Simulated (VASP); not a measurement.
ScIn2N3: single point with PBE

Crystal: ScIn2N3.

```
CELL_PARAMETERS angstrom
2.92128 0.00000 0.00000
0.00000 2.92128 0.00000
0.00000 0.00000 8.71456
ATOMIC_POSITIONS crystal
Sc 0.50000 0.50000 0.00000
In 0.50000 0.50000 0.33153
In 0.50000 0.50000 0.66847
N 0.00000 0.00000 0.85107
N 0.00000 0.00000 0.14893
N 0.00000 0.00000 0.50000
```

The cell was built from a structure type or drawn by symmetry, and may not be a known phase.

```json
{
 "Program": "VASP 6.6.1",
 "Task": "single point",
 "Functional": "PBE",
 "Potentials or basis": "VASP PAW PBE potentials, release 64 (Sc_sv, In_d, N)",
 "Cutoff": "520 eV",
 "k mesh": "12 × 12 × 6",
 "Occupations": "gaussian, width 0.1 eV",
 "Spin": "no spin polarisation",
 "Dipole correction": "no",
 "Further INCAR settings": "ALGO = Normal; EDIFF = 1e-06; NBANDS = 35"
}
```

| Quantity | Value |
| --- | --- |
| Pressure | 0.3 GPa |
| Largest force | 0.018 eV/Å |
| Band gap on the k mesh | zero (bands 26 and 27 overlap by 0.74 eV) |

Forces in eV/Å, atoms in the order of the input:
```
Sc   0.000  0.000  0.000
In   0.000  0.000  0.003
In   0.000  0.000 -0.003
N    0.000  0.000 -0.018
N    0.000  0.000  0.018
N    0.000  0.000  0.000
```

Levels at points of the mesh, in eV from the Fermi level:
```tsv
k point	band 22	band 23	band 24	band 25	band 26	band 27	band 28	band 29	band 30	band 31
(0.00, 0.00, 0.00)	-0.94	-0.94	-0.89	-0.89	-0.10	-0.10	0.23	2.13	2.93	4.19
(0.50, 0.00, 0.00)	-3.25	-1.05	-0.18	0.03	0.08	0.40	0.44	3.31	3.56	3.57
(0.50, 0.50, 0.00)	-3.07	-2.59	-2.59	-1.54	-1.12	0.47	1.25	1.32	2.13	2.13
(0.00, 0.00, 0.50)	-1.16	-0.39	-0.39	-0.38	-0.38	0.23	0.78	1.73	2.82	4.25
(0.50, 0.00, 0.50)	-1.84	-1.34	-1.06	-1.05	0.03	0.40	1.89	2.80	3.06	3.56
(0.50, 0.50, 0.50)	-3.19	-3.11	-3.11	-1.13	-0.89	-0.05	0.10	2.64	2.64	3.50
```

Run time: 4 min on 1 thread of Intel(R) Xeon(R) Platinum 8488C (Sapphire Rapids), with other jobs on the host, peak memory 0.38 GiB.

Caveat: spin-orbit coupling is left out, which moves the levels of the heavy elements.
